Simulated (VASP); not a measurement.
Input of a VASP 6.6.1 run:

INCAR

```
PREC = Accurate ; ENCUT = 600
EDIFF = 1E-7 ; ISMEAR = -1
SIGMA = 0.05 ; LREAL = False
LASPH = True ; NELM = 60
ALGO = Normal ; ISIF = 3
LWAVE = False ; LCHARG = False
GGA = PE ; IVDW = 13
IBRION = 2 ; NSW = 60
EDIFFG = -0.01
```

Contents of KPOINTS:

```
Automatic mesh
0
Gamma
  7 7 7
```

Contents of POSCAR:

```
BiS
1.0
    4.0029443400      0.0000000000      0.0000000000
    0.0000000000      4.0029443400      0.0000000000
    0.0000000000      0.0000000000      4.0029443400
Bi S
1 1
Direct
    0.5000000000      0.5000000000      0.5000000000
    0.0000000000      0.0000000000      0.0000000000
```

Potentials or basis: VASP PAW PBE potentials, release 64 (Bi_d, S).

The run is started by

```bash
$ cat potpaw_PBE.64/Bi_d/POTCAR potpaw_PBE.64/S/POTCAR > POTCAR
$ mpirun -np 1 vasp_std > vasp.out
```

Question: What does it give for the dispersion energy per atom?

Answer: -0.508 eV.

Question: Predict the space group after relaxing (to 0.05 Å).

Answer: Pm-3m (No. 221).

Question: Predict the relaxed cell.

Answer: a = 3.547 Å, b = 3.547 Å, c = 3.547 Å, α = 90.00°, β = 90.00°, γ = 90.00°.

Final structure:
```xyz
2
Lattice="3.5469 0.0000 0.0000 0.0000 3.5469 0.0000 0.0000 0.0000 3.5469" Properties=species:S:1:pos:R:3 pbc="T T T"
Bi    1.7734    1.7734    1.7734
S     0.0000    0.0000    0.0000
```
